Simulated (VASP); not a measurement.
# AlAs (F-43m) in VASP: notebook, part 2 of 3

VASP 6.6.1. Earlier steps stand in the parts before.

## Step 3: Single point, PBE-based screened hybrid with 75 % exact exchange

File POSCAR:

```
AlAs
1.0
    0.0000000000      2.8389251760      2.8389251760
    2.8389251760      0.0000000000      2.8389251760
    2.8389251760      2.8389251760      0.0000000000
Al As
1 1
Direct
    0.0000000000      0.0000000000      0.0000000000
    0.2500000000      0.2500000000      0.2500000000
```

File INCAR.step1:

```
SYSTEM = AlAs
PREC = Accurate ; ENCUT = 400
EDIFF = 1E-5 ; ISMEAR = 0
SIGMA = 0.01 ; LREAL = .False.
LASPH = .True. ; NELM = 120
ALGO = Normal ; ISIF = 2
LWAVE = .True. ; LCHARG = .False.
NBANDS = 11 ; GGA = PE
GGA_COMPAT = .False.
```

File INCAR.step2:

```
SYSTEM = AlAs
PREC = Accurate ; ENCUT = 400
EDIFF = 1E-6 ; ISMEAR = 0
SIGMA = 0.01 ; LREAL = .False.
LASPH = .True. ; NELM = 120
ALGO = Normal ; ISIF = 2
LWAVE = .False. ; LCHARG = .False.
GGA = PE ; LHFCALC = .True.
AEXX = 0.75 ; HFSCREEN = 0.1
PRECFOCK = Normal ; NBANDS = 11
ISTART = 1 ; GGA_COMPAT = .False.
```

File KPOINTS:

```
regular mesh
0
Gamma
  4 4 4
  0 0 0
```

Potentials or basis: VASP PAW PBE potentials, release 64 (Al, As).

Run with:

```console
$ cat potpaw_PBE.64/Al/POTCAR potpaw_PBE.64/As/POTCAR > POTCAR
$ cp INCAR.step1 INCAR
$ mpirun -np 1 vasp_std > vasp.out
$ cp INCAR.step2 INCAR
$ mpirun -np 1 vasp_std > vasp.out
```

OUTCAR:

```text
SYSTEM = AlAs
   PREC = Accurate
   ENCUT = 400
   EDIFF = 1E-6
   ISMEAR = 0
   LREAL = .False.
   LASPH = .True.
   NELM = 120
   ISIF = 2
   GGA = PE
   LHFCALC = .True.
   AEXX = 0.75
   HFSCREEN = 0.1
   PRECFOCK = Normal
   ISTART = 1

 ion  position               nearest neighbor table
   1  0.000  0.000  0.000-   2 2.46   2 2.46   2 2.46   2 2.46
   2  0.250  0.250  0.250-   1 2.46   1 2.46   1 2.46   1 2.46

  LATTYP: Found a face centered cubic cell.
 ALAT       =     5.6778503520

  Lattice vectors:

 A1 = (   0.0000000000,   2.8389251760,   2.8389251760)
 A2 = (   2.8389251760,   0.0000000000,   2.8389251760)
 A3 = (   2.8389251760,   2.8389251760,   0.0000000000)

Analysis of symmetry for initial positions (statically):
=====================================================================
 Subroutine PRICEL returns:
 Original cell was already a primitive cell.

 Routine SETGRP: Setting up the symmetry group for a
 face centered cubic supercell.

 Subroutine GETGRP returns: Found 24 space group operations
 (whereof 24 operations were pure point group operations)
 out of a pool of 48 trial point group operations.

The static configuration has the point symmetry T_d .

Analysis of symmetry for dynamics (positions and initial velocities):
=====================================================================
 Subroutine PRICEL returns:
 Original cell was already a primitive cell.

 Routine SETGRP: Setting up the symmetry group for a
 face centered cubic supercell.

 Subroutine GETGRP returns: Found 24 space group operations
 (whereof 24 operations were pure point group operations)
 out of a pool of 48 trial point group operations.

The dynamic configuration has the point symmetry T_d .

 Subroutine INISYM returns: Found 24 space group operations
 (whereof 24 operations are pure point group operations),
 and found     1 'primitive' translations

----------------------------------------------------------------------------------------

                                     Primitive cell

[... 109 lines left out ...]
   IVDW    =     0    specifies the selected vdW correction
   LEPSILON=     F    determine dielectric tensor
   LRPA    =     F    only Hartree local field effects (RPA)
 non-spin polarized calculation
 Gauss-broadening in eV      SIGMA  =   0.01
  energy-cutoff  :      400.00
  volume of cell :       45.76
 maximum number of plane-waves:       869
 NGX is ok and might be reduce to    28
  NGX = 20; NGY = 20; NGZ = 20

 number of electron       7.9999999 magnetization

 Free energy of the ion-electron system (eV)
  ---------------------------------------------------
  ext. energy  EPLUGINS =         0.00000000
  ---------------------------------------------------
  free energy    TOTEN  =       -16.11475666 eV

  energy without entropy =      -16.11475666  energy(sigma->0) =      -16.11475666

 E-fermi :   1.8567     XC(G=0):  -4.0120

 val. band max:        1.7268608983   @ k =   0.0000   0.0000   0.0000
 cond. band min:       6.3617553194   @ k =   0.5000   0.5000   0.0000
 fundamental gap:      4.6348944211
 Fermi energy:         1.8566817915

 k-point     1 :       0.0000    0.0000    0.0000
  band No.  band energies     occupation
      1     -13.7766      2.00000
      2       1.7269      2.00000
      3       1.7269      2.00000
      4       1.7269      2.00000
      5       7.4493      0.00000
      6       9.8321      0.00000
      7       9.8321      0.00000
      8       9.8321      0.00000
      9      14.4785      0.00000
     10      15.1767      0.00000
     11      15.1767      0.00000
[... 85 lines left out ...]
 k-point     8 :      -0.2500    0.5000    0.2500
  band No.  band energies     occupation
      1     -10.9784      2.00000
      2      -5.0041      2.00000
      3      -2.1902      2.00000
      4      -1.6632      2.00000
      5       9.5495      0.00000
      6      11.3335      0.00000
      7      11.5653      0.00000
      8      11.6842      0.00000
      9      17.4299      0.00000
     10      19.0836      0.00000
     11      19.3740      0.00000

------------------------ aborting loop because EDIFF is reached ----------------------------------------

  FORCE on cell =-STRESS in cart. coord.  units (eV):
  Direction    XX          YY          ZZ          XY          YZ          ZX
  --------------------------------------------------------------------------------------
  -------------------------------------------------------------------------------------
  Total       -1.2745183     -1.2745183     -1.2745183      0.0000000      0.0000000     -0.0000000
  in kB      -44.6236218    -44.6236218    -44.6236218      0.0000000      0.0000000     -0.0000000
  external PRESSURE =     -44.6236218 kB  Pullay stress =       0.0000000 kB

 VOLUME and BASIS-vectors are now :
 -----------------------------------------------------------------------------
  energy-cutoff  :      400.00
  volume of cell :       45.76
      direct lattice vectors                 reciprocal lattice vectors
     0.000000000  2.838925176  2.838925176    -0.176122993  0.176122993  0.176122993
     2.838925176  0.000000000  2.838925176     0.176122993 -0.176122993  0.176122993
     2.838925176  2.838925176  0.000000000     0.176122993  0.176122993 -0.176122993

 POSITION                                       TOTAL-FORCE (eV/Angst)
 -----------------------------------------------------------------------------------
      0.00000      0.00000      0.00000        -0.000000      0.000000     -0.000000
      1.41946      1.41946      1.41946         0.000000     -0.000000      0.000000
 -----------------------------------------------------------------------------------
    total drift:                                0.000000      0.000000     -0.000000

  FREE ENERGIE OF THE ION-ELECTRON SYSTEM (eV)
  ---------------------------------------------------
  free  energy   TOTEN  =       -16.1147566595 eV

  energy  without entropy=      -16.1147566595  energy(sigma->0) =      -16.11475666
```

OUTCAR.step1:

```text
SYSTEM = AlAs
   PREC = Accurate
   ENCUT = 400
   EDIFF = 1E-5
   ISMEAR = 0
   LREAL = .False.
   LASPH = .True.
[... 315 lines left out ...]
      0.00000      0.00000      0.00000         0.000000      0.000000      0.000000
      1.41946      1.41946      1.41946        -0.000000     -0.000000     -0.000000
 -----------------------------------------------------------------------------------
    total drift:                                0.000000      0.000000      0.000000

  FREE ENERGIE OF THE ION-ELECTRON SYSTEM (eV)
  ---------------------------------------------------
  free  energy   TOTEN  =        -9.2641925810 eV

  energy  without entropy=       -9.2641925810  energy(sigma->0) =       -9.26419258
```

OSZICAR.step1:

```text
N       E                     dE             d eps       ncg     rms          rms(c)
DAV:   1     0.974944655337E+01    0.97494E+01   -0.23706E+03   176   0.421E+02
DAV:   2    -0.881750676925E+01   -0.18567E+02   -0.18011E+02   234   0.749E+01
DAV:   3    -0.950382581045E+01   -0.68632E+00   -0.68562E+00   220   0.149E+01
DAV:   4    -0.950867068831E+01   -0.48449E-02   -0.48446E-02   205   0.149E+00
DAV:   5    -0.950873991098E+01   -0.69223E-04   -0.69222E-04   216   0.179E-01    0.327E+00
DAV:   6    -0.929915681714E+01    0.20958E+00   -0.36179E-01   194   0.220E+00    0.190E+00
DAV:   7    -0.926277643993E+01    0.36380E-01   -0.18679E-01   194   0.171E+00    0.709E-01
DAV:   8    -0.926388142169E+01   -0.11050E-02   -0.12910E-02   179   0.535E-01    0.115E-01
DAV:   9    -0.926401482954E+01   -0.13341E-03   -0.43995E-04   223   0.118E-01    0.676E-02
DAV:  10    -0.926418679882E+01   -0.17197E-03   -0.22524E-04   185   0.785E-02    0.771E-03
DAV:  11    -0.926419258103E+01   -0.57822E-05   -0.24251E-05   217   0.217E-02
   1 F= -.92641926E+01 E0= -.92641926E+01  d E =-.367955E-32
```

Wall time 2 min (1 thread of Intel Xeon Platinum 8488C (Sapphire Rapids), shared host); peak memory 0.26 GiB.

Results:

* Free energy: -16.1148 eV
* Pressure: -4.5 GPa
* Band gap on the k mesh: 4.63 eV (least direct gap 5.72 eV)

Levels at points of the mesh, in eV from the valence-band top:
| k point | band 2 | band 3 | band 4 | band 5 | band 6 | band 7 |
| --- | --- | --- | --- | --- | --- | --- |
| (0.00, 0.00, 0.00) | 0.00 | 0.00 | 0.00 | 5.72 | 8.11 | 8.11 |
| (0.50, 0.00, 0.00) | -7.25 | -1.03 | -1.03 | 5.52 | 8.50 | 8.50 |
| (0.50, 0.50, 0.00) | -7.16 | -2.74 | -2.74 | 4.63 | 5.46 | 15.46 |

Caveat: the k points lie up to 0.48 Å⁻¹ apart; the PAW data sets were made with another functional, which shifts forces and pressure a little.

## Step 4: Single point, PBE-based global hybrid with 75 % exact exchange

POSCAR is that of step 3.

File INCAR.step1:

```
PREC     = Accurate       # precision mode
ENCUT    = 400            # plane-wave cutoff, eV
EDIFF    = 1E-5           # SCF threshold, eV
ISMEAR   = 0              # smearing method
SIGMA    = 0.01           # smearing width, eV
LREAL    = F              # projectors in reciprocal space
LASPH    = T              # aspherical terms in the spheres
NELM     = 120            # most SCF steps
ALGO     = Normal         # electronic algorithm
ISIF     = 2              # what is computed and relaxed
LWAVE    = T              # write WAVECAR
GGA      = PE             # functional
NBANDS   = 11             # bands
GGA_COMPAT= F
```

File INCAR.step2:

```
PREC     = Accurate       # precision mode
ENCUT    = 400            # plane-wave cutoff, eV
EDIFF    = 1E-6           # SCF threshold, eV
ISMEAR   = 0              # smearing method
SIGMA    = 0.01           # smearing width, eV
LREAL    = F              # projectors in reciprocal space
LASPH    = T              # aspherical terms in the spheres
NELM     = 120            # most SCF steps
ALGO     = Normal         # electronic algorithm
ISIF     = 2              # what is computed and relaxed
LWAVE    = F              # write WAVECAR
LCHARG   = T              # write CHGCAR
GGA      = PE             # functional
LHFCALC  = T              # exact exchange
AEXX     = 0.75           # exact-exchange fraction
PRECFOCK = Normal       
LELF     = T              # ELF
LVHAR    = T            
ISTART   = 1            
NBANDS   = 11             # bands
GGA_COMPAT= F
```

File KPOINTS:

```
Automatic mesh
0
Gamma
  4 4 4
```

Potentials or basis: VASP PAW PBE potentials, release 64 (Al, As).

Run with:

```console
$ cat potpaw_PBE.64/Al/POTCAR potpaw_PBE.64/As/POTCAR > POTCAR
$ cp INCAR.step1 INCAR
$ mpirun -np 1 vasp_std > vasp.out
$ cp INCAR.step2 INCAR
$ mpirun -np 1 vasp_std > vasp.out
```

OUTCAR:

```text
PREC = Accurate
   ENCUT = 400
   EDIFF = 1E-6
   ISMEAR = 0
   LREAL = F
   LASPH = T
   NELM = 120
   ISIF = 2
   GGA = PE
   LHFCALC = T
   AEXX = 0.75
   PRECFOCK = Normal
   ISTART = 1

 ion  position               nearest neighbor table
   1  0.000  0.000  0.000-   2 2.46   2 2.46   2 2.46   2 2.46
   2  0.250  0.250  0.250-   1 2.46   1 2.46   1 2.46   1 2.46

  LATTYP: Found a face centered cubic cell.
 ALAT       =     5.6778503520

  Lattice vectors:

 A1 = (   0.0000000000,   2.8389251760,   2.8389251760)
 A2 = (   2.8389251760,   0.0000000000,   2.8389251760)
 A3 = (   2.8389251760,   2.8389251760,   0.0000000000)

Analysis of symmetry for initial positions (statically):
=====================================================================
 Subroutine PRICEL returns:
 Original cell was already a primitive cell.

 Routine SETGRP: Setting up the symmetry group for a
 face centered cubic supercell.

 Subroutine GETGRP returns: Found 24 space group operations
 (whereof 24 operations were pure point group operations)
 out of a pool of 48 trial point group operations.

The static configuration has the point symmetry T_d .
[... 162 lines left out ...]
      1     -14.3885      2.00000
      2       1.1363      2.00000
      3       1.1363      2.00000
      4       1.1363      2.00000
      5       8.0055      0.00000
      6      10.4602      0.00000
      7      10.4602      0.00000
      8      10.4602      0.00000
      9      14.9860      0.00000
     10      15.8078      0.00000
     11      15.8078      0.00000
[... 85 lines left out ...]
 k-point     8 :      -0.2500    0.5000    0.2500
  band No.  band energies     occupation
      1     -11.5865      2.00000
      2      -5.6217      2.00000
      3      -2.7856      2.00000
      4      -2.2563      2.00000
      5      10.1484      0.00000
      6      11.9274      0.00000
      7      12.1600      0.00000
      8      12.3001      0.00000
      9      18.0434      0.00000
     10      19.7097      0.00000
     11      19.9665      0.00000

------------------------ aborting loop because EDIFF is reached ----------------------------------------

  FORCE on cell =-STRESS in cart. coord.  units (eV):
  Direction    XX          YY          ZZ          XY          YZ          ZX
  --------------------------------------------------------------------------------------
  -------------------------------------------------------------------------------------
  Total       -1.1937947     -1.1937947     -1.1937947     -0.0000000      0.0000000      0.0000000
  in kB      -41.7973169    -41.7973169    -41.7973169     -0.0000000      0.0000000      0.0000000
  external PRESSURE =     -41.7973169 kB  Pullay stress =       0.0000000 kB

 VOLUME and BASIS-vectors are now :
 -----------------------------------------------------------------------------
  energy-cutoff  :      400.00
  volume of cell :       45.76
      direct lattice vectors                 reciprocal lattice vectors
     0.000000000  2.838925176  2.838925176    -0.176122993  0.176122993  0.176122993
     2.838925176  0.000000000  2.838925176     0.176122993 -0.176122993  0.176122993
     2.838925176  2.838925176  0.000000000     0.176122993  0.176122993 -0.176122993

 POSITION                                       TOTAL-FORCE (eV/Angst)
 -----------------------------------------------------------------------------------
      0.00000      0.00000      0.00000        -0.000000     -0.000000     -0.000000
      1.41946      1.41946      1.41946         0.000000      0.000000      0.000000
 -----------------------------------------------------------------------------------
    total drift:                                0.000000      0.000000      0.000000

  FREE ENERGIE OF THE ION-ELECTRON SYSTEM (eV)
  ---------------------------------------------------
  free  energy   TOTEN  =       -17.4712961437 eV

  energy  without entropy=      -17.4712961437  energy(sigma->0) =      -17.47129614
```

OSZICAR.step1:

```text
N       E                     dE             d eps       ncg     rms          rms(c)
DAV:   1     0.974944655337E+01    0.97494E+01   -0.23706E+03   176   0.421E+02
DAV:   2    -0.881750676925E+01   -0.18567E+02   -0.18011E+02   234   0.749E+01
DAV:   3    -0.950382581045E+01   -0.68632E+00   -0.68562E+00   220   0.149E+01
DAV:   4    -0.950867068831E+01   -0.48449E-02   -0.48446E-02   205   0.149E+00
DAV:   5    -0.950873991098E+01   -0.69223E-04   -0.69222E-04   216   0.179E-01    0.327E+00
DAV:   6    -0.929915681714E+01    0.20958E+00   -0.36179E-01   194   0.220E+00    0.190E+00
DAV:   7    -0.926277643993E+01    0.36380E-01   -0.18679E-01   194   0.171E+00    0.709E-01
DAV:   8    -0.926388142169E+01   -0.11050E-02   -0.12910E-02   179   0.535E-01    0.115E-01
DAV:   9    -0.926401482954E+01   -0.13341E-03   -0.43995E-04   223   0.118E-01    0.676E-02
DAV:  10    -0.926418679882E+01   -0.17197E-03   -0.22524E-04   185   0.785E-02    0.771E-03
DAV:  11    -0.926419258103E+01   -0.57822E-05   -0.24251E-05   217   0.217E-02
   1 F= -.92641926E+01 E0= -.92641926E+01  d E =-.367955E-32
```

It took 100 s on 1 thread of Intel Xeon Platinum 8488C (Sapphire Rapids), shared host; peak memory 0.16 GiB.

Results:

- Free energy: -17.4713 eV
- Pressure: -4.2 GPa
- Band gap on the k mesh: 5.82 eV (least direct gap 6.87 eV)

Caveat: the k points lie up to 0.48 Å⁻¹ apart; the PAW data sets were made with another functional, which shifts forces and pressure a little. A k mesh can miss the band edges.

(Continued in part 3 of 3.)
